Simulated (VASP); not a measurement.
A run of VASP 6.6.1 is set up as follows.

The input POSCAR:

```
MgO
1.0
    3.4841042127      0.0000000000      0.0000000000
   -1.7420521064      3.0173227576      0.0000000000
    0.0000000000      0.0000000000      4.1856875957
Mg O
2 2
Direct
    0.6666666667      0.3333333333      0.7500000000
    0.3333333333      0.6666666667      0.2500000000
    0.7011160110      0.4022320220      0.3016740165
    0.3333333333      0.6666666667      0.7500000000
```

File INCAR.step1:

```
ALGO = Normal
EDIFF = 1E-4
ENCUT = 520
GGA = PE
ISMEAR = 0
LASPH = T
LCHARG = F
LREAL = F
LWAVE = T
NBANDS = 16
NELM = 100
PREC = Accurate
SIGMA = 0.05
```

File INCAR.step2:

```
ALGO = Normal
EDIFF = 1E-6
ENCUT = 520
ISIF = 2
ISMEAR = 0
ISTART = 1
LASPH = T
LCHARG = T
LELF = T
LMIXTAU = T
LREAL = F
LVHAR = T
LWAVE = F
METAGGA = R2SCAN
NBANDS = 16
NELM = 100
PREC = Accurate
SIGMA = 0.05
```

File KPOINTS:

```
k-points
0
Gamma
  6 6 6
```

Potentials or basis: VASP PAW PBE potentials, release 64 (Mg, O).

Launch:

```bash
$ cat potpaw_PBE.64/Mg/POTCAR potpaw_PBE.64/O/POTCAR > POTCAR
$ cp INCAR.step1 INCAR
$ mpirun -np 1 vasp_std > vasp.out
$ cp INCAR.step2 INCAR
$ mpirun -np 1 vasp_std > vasp.out
```

Problem. What does it give for the band gap on the k mesh?

Solution. 3.99 eV, direct.

Problem. What does it give for the pressure?

Solution. 3.3 GPa.

Problem. Estimate the largest force.

Solution. 3.165 eV/Å.

Forces in eV/Å, atoms in the order of the input:
```
Mg   0.000  0.262  0.888
Mg   0.000  0.941  0.445
O    0.000 -1.559 -2.755
O    0.000  0.356  1.421
```

Caveat: the cell differs from its parent crystal (atom 3 (O) moved -0.300 Å towards its neighbour atom 4 (O) at 2.903 Å); the PAW data sets were made with another functional, which shifts forces and pressure a little.
